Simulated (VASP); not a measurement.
A run of VASP 6.6.1:

INCAR

```
  ALGO = Normal
  EDIFF = 1E-6
  ENCUT = 520
  GGA = PS
  ISIF = 2
  ISMEAR = -1
  LASPH = T
  LCHARG = T
  LELF = T
  LREAL = F
  LVHAR = T
  LWAVE = F
  NBANDS = 46
  NELM = 100
  PREC = Accurate
  SIGMA = 0.05
```

File KPOINTS:

```
k-points
0
Gamma
  6 6 6
```

The input POSCAR:

```
ZnCu2SnS4
1.0
   -2.7254764554      2.7254764554      5.3955884400
    2.7254764554     -2.7254764554      5.3955884400
    2.7254764554      2.7254764554     -5.3955884400
Sn Zn Cu S
1 1 2 4
Direct
    0.5000000000      0.5000000000      0.0000000000
    0.0000000000      0.0000000000      0.0000000000
    0.7500000000      0.2500000000      0.5000000000
    0.2500000000      0.7500000000      0.5000000000
    0.1087770700      0.1087770700      0.4840744100
    0.6247026600      0.6247026600      0.5159255900
    0.3752973400      0.8912229300      0.0000000000
    0.8912229300      0.3752973400      0.0000000000
```

Potentials or basis: VASP PAW PBE potentials, release 64 (Sn_d, Zn, Cu, S).

The run is started by

```sh
$ cat potpaw_PBE.64/Sn_d/POTCAR potpaw_PBE.64/Zn/POTCAR potpaw_PBE.64/Cu/POTCAR potpaw_PBE.64/S/POTCAR > POTCAR
$ mpirun -np 1 vasp_std > vasp.out
```

Hardware: 1 thread of Intel(R) Xeon(R) 6975P-C (Granite Rapids), on a shared host.

Task: How long does it take, and how much memory?

Result: Wall time 3.7 min on 1 thread of Intel(R) Xeon(R) 6975P-C (Granite Rapids), with other jobs on the host, peak memory 0.48 GiB. Counts: scf iterations 17, k points 30.
